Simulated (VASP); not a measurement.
SrTiO3:

```
Sr Ti O
1.0
     3.90500    0.00000    0.00000
     0.00000    3.90500    0.00000
     0.00000    0.00000    3.90500
Sr Ti O
1 1 3
Direct
  0.00000 0.00000 0.00000
  0.50000 0.50000 0.50000
  0.00000 0.50000 0.50000
  0.50000 0.00000 0.50000
  0.50000 0.50000 0.00000
```

Base run:

* Program: VASP 6.6.1
* Functional: PBE
* Potentials or basis: VASP PAW PBE potentials, release 64 (Sr_sv, Ti_sv, O)
* Cutoff: 520 eV
* k mesh: 8 × 8 × 8
* Occupations: fermi-dirac, width 0.02 eV
* Spin: no spin polarisation

Its results: band gap on the k mesh 1.86 eV, indirect (least direct gap 2.21 eV); pressure 5.0 GPa.

**Question.** After a change of settings the same cell gave: band gap on the k mesh 1.75 eV, indirect (least direct gap 2.11 eV); pressure -6.3 GPa. Which change was it?
A. cutoff from 520 eV to 600 eV; further incar settings from ALGO = Normal; EDIFF = 1e-08; NBANDS = 28 to ALGO = Normal; EDIFF = 1e-06; NBANDS = 28
B. functional from PBE to PBEsol
C. functional from PBE to r2SCAN; cutoff from 520 eV to 580 eV
D. functional from PBE to LDA; potentials or basis from VASP PAW PBE potentials, release 64 (Sr_sv, Ti_sv, O) to VASP PAW LDA potentials, release 64 (Sr_sv, Ti_sv, O)

**Answer.** D.
